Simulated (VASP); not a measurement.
Set up this calculation in VASP 6.6.1, as the native input.

* Task: relaxation of cell and atoms
* Functional: LDA
* Potentials or basis: VASP PAW LDA potentials, release 64 (P)
* Cutoff: 600 eV
* k mesh: 11 × 11 × 6
* Occupations: gaussian, width 0.05 eV
* Spin: no spin polarisation
* Dipole correction: no
* Further INCAR settings: ALGO = Normal; EDIFF = 1e-06; IBRION = 2; EDIFFG = -0.01; NSW = 80; ISIF = 3

The structure of P lies in POSCAR:

```
P
1.0
    2.7500000000      0.0000000000      0.0000000000
   -1.3750000000      2.3815698604      0.0000000000
    0.0000000000      0.0000000000      4.4907500000
P
2
Direct
    0.3333333333      0.6666666667      0.2500000000
    0.6666666667      0.3333333333      0.7500000000
```

This isn't the form of P at room conditions, which is orthorhombic.

These files were run (other wordings do the same):

INCAR

```
SYSTEM = P
ALGO = Normal ; EDIFF = 1E-6
EDIFFG = -0.01 ; ENCUT = 600
IBRION = 2 ; ISIF = 3
ISMEAR = 0 ; LASPH = .True.
LCHARG = .False. ; LREAL = .False.
LWAVE = .False. ; NELM = 60
NSW = 80 ; PREC = Accurate
SIGMA = 0.05
```

KPOINTS

```
k-points
0
Gamma
  11 11 6
  0 0 0
```

Potentials or basis: VASP PAW LDA potentials, release 64 (P).

The run is started by

```console
$ cat potpaw_LDA.64/P/POTCAR > POTCAR
$ mpirun -np 1 vasp_std > vasp.out
```

Results of the run:

* Relaxed volume: 13.93 Å³/atom
* Relaxed cell: a = 2.687 Å, b = 2.687 Å, c = 4.457 Å, α = 90.00°, β = 90.00°, γ = 120.00°
* Space group after relaxing (to 0.1 Å): P6_3/mmc (No. 194)
* Energy gained by relaxing: 15.5 meV/atom
* Ionic steps: 5
* Pressure after relaxing: 0.0 GPa
* Band gap on the k mesh: zero (bands 5 and 6 overlap by 10.34 eV)

It took 45 s on 1 thread of Intel Xeon 8259CL (shared host), peak memory 0.14 GiB.
